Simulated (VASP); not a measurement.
Input of a VASP 6.6.1 run:

Contents of INCAR:

```
SYSTEM = Li
ALGO = Normal
EDIFF = 1E-6
ENCUT = 520
GGA = PS
ISIF = 2
ISMEAR = 1
IVDW = 12
LASPH = .True.
LCHARG = .False.
LREAL = .False.
LWAVE = .False.
NBANDS = 12
NELM = 100
PREC = Accurate
SIGMA = 0.1
```

Contents of KPOINTS:

```
k-points
0
Gamma
  5 5 7
  0 0 0
```

The input POSCAR:

```
Li
1.0
    4.9195300000     -0.0140600000      0.0522700000
   -2.4719400000      4.3388300000     -0.0110300000
    0.0305100000      0.0101800000      2.8498100000
Li
3
Direct
    0.9952000000      0.9929600000      0.9878600000
    0.6600100000      0.3333333333      0.4808300000
    0.3280000000      0.6520300000      0.4962800000
```

Potentials or basis: VASP PAW PBE potentials, release 64 (Li_sv).

Command:

```bash
$ cat potpaw_PBE.64/Li_sv/POTCAR > POTCAR
$ mpirun -np 1 vasp_std > vasp.out
```

Task: What does it give for the dispersion energy per atom?

Result: -0.149 eV.

Task: Predict the largest force.

Result: 0.089 eV/Å.

Forces in eV/Å, atoms in the order of the input:
```
Li  -0.006 -0.002  0.001
Li   0.053 -0.071 -0.008
Li  -0.047  0.073  0.006
```

Caveat: the PAW data sets were made with another functional, which shifts forces and pressure a little.
